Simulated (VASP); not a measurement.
Write the native input for VASP 6.6.1 that does the following.

* Task: relaxation of cell and atoms
* Functional: PBE
* Potentials or basis: VASP PAW PBE potentials, release 64 (Al, Ru_pv)
* Cutoff: 600 eV
* k mesh: 6 × 6 × 10
* Occupations: gaussian, width 0.1 eV
* Spin: no spin polarisation
* Dipole correction: no
* Further INCAR settings: ALGO = Fast; EDIFF = 1e-07; IBRION = 2; EDIFFG = -0.01; NSW = 100; ISIF = 3

The structure of Al4Ru3 lies in POSCAR:

```
Al4Ru3
1.0
    5.9906705642      0.0000000000      0.0000000000
    0.0000000000      5.9906705642      0.0000000000
    0.0000000000      0.0000000000      2.9635213207
Al Ru
4 3
Direct
    0.2538420122      0.2538420122      0.5000000000
    0.7461579878      0.7461579878      0.5000000000
    0.7461579878      0.2538420122      0.5000000000
    0.2538420122      0.7461579878      0.5000000000
    0.5000000000      0.0000000000      0.0000000000
    0.0000000000      0.5000000000      0.0000000000
    0.5000000000      0.5000000000      0.0000000000
```

The cell was generated, and may not be a known phase.

The input as run:

INCAR

```
SYSTEM = Al4Ru3
PREC = Accurate
ENCUT = 600
EDIFF = 1E-7
ISMEAR = 0
SIGMA = 0.1
LREAL = .FALSE.
LASPH = .TRUE.
NELM = 60
ALGO = Fast
ISIF = 3
LWAVE = .FALSE.
LCHARG = .FALSE.
GGA = PE
IBRION = 2
NSW = 100
EDIFFG = -0.01
```

KPOINTS

```
Automatic mesh
0
G
  6 6 10
  0 0 0
```

Potentials or basis: VASP PAW PBE potentials, release 64 (Al, Ru_pv).

Command:

```sh
$ cat potpaw_PBE.64/Al/POTCAR potpaw_PBE.64/Ru_pv/POTCAR > POTCAR
$ mpirun -np 1 vasp_std > vasp.out
```

It gave:

* Relaxed volume: 15.13 Å³/atom
* Relaxed cell: a = 5.974 Å, b = 5.974 Å, c = 2.967 Å, α = 90.00°, β = 90.00°, γ = 90.00°
* Space group after relaxing (to 0.1 Å): P4/mmm (No. 123)
* Energy gained by relaxing: 0.6 meV/atom
* Ionic steps: 7
* Pressure after relaxing: 0.0 GPa
* Band gap on the k mesh: zero (bands 27 and 28 overlap by 2.35 eV)

It took 38 min on 1 thread of Intel Xeon 8259CL (shared host), peak memory 0.34 GiB.
